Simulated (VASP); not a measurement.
Wanted: the native input for a VASP 6.6.1 run.

| Property | Result |
| --- | --- |
| Task | single point |
| Functional | PBE |
| Potentials or basis | VASP PAW PBE potentials, release 64 (Ta_pv) |
| Cutoff | 520 eV |
| k mesh | 20 × 20 × 20 |
| Occupations | gaussian, width 0.15 eV |
| Spin | no spin polarisation |
| Dipole correction | no |
| Further INCAR settings | ALGO = Fast; EDIFF = 1e-07; NBANDS = 12 |

The structure of Ta lies in POSCAR:

```
Ta
1.0
   -1.5620863146      1.5620863146      1.7604712766
    1.5620863146     -1.5620863146      1.7604712766
    1.5620863146      1.5620863146     -1.7604712766
Ta
1
Direct
    0.0000000000      0.0000000000      0.0000000000
```

These files were run (other wordings do the same):

INCAR

```
ALGO     = Fast           # electronic algorithm
EDIFF    = 1E-7           # SCF threshold, eV
ENCUT    = 520            # plane-wave cutoff, eV
GGA      = PE             # functional
ISIF     = 2              # what is computed and relaxed
ISMEAR   = 0              # smearing method
LASPH    = T              # aspherical terms in the spheres
LCHARG   = F              # write CHGCAR
LREAL    = F              # projectors in reciprocal space
LWAVE    = F              # write WAVECAR
NBANDS   = 12             # bands
NELM     = 100            # most SCF steps
PREC     = Accurate       # precision mode
SIGMA    = 0.15           # smearing width, eV
```

KPOINTS

```
k-points
0
Gamma
  20 20 20
```

Potentials or basis: VASP PAW PBE potentials, release 64 (Ta_pv).

Run with:

```bash
$ cat potpaw_PBE.64/Ta_pv/POTCAR > POTCAR
$ mpirun -np 1 vasp_std > vasp.out
```

Results of the run:

| Quantity | Value |
| --- | --- |
| Pressure | 15.1 GPa |
| Band gap on the k mesh | zero (an odd number of electrons rules out a gap without spin polarisation) |

Caveat: the stress differs along the axes, from 6 to 20 GPa; spin-orbit coupling is left out, which moves the levels of the heavy elements.

It took 2.5 min on 1 thread of Intel Xeon 8259CL, with other jobs on the host, peak memory 0.25 GiB.
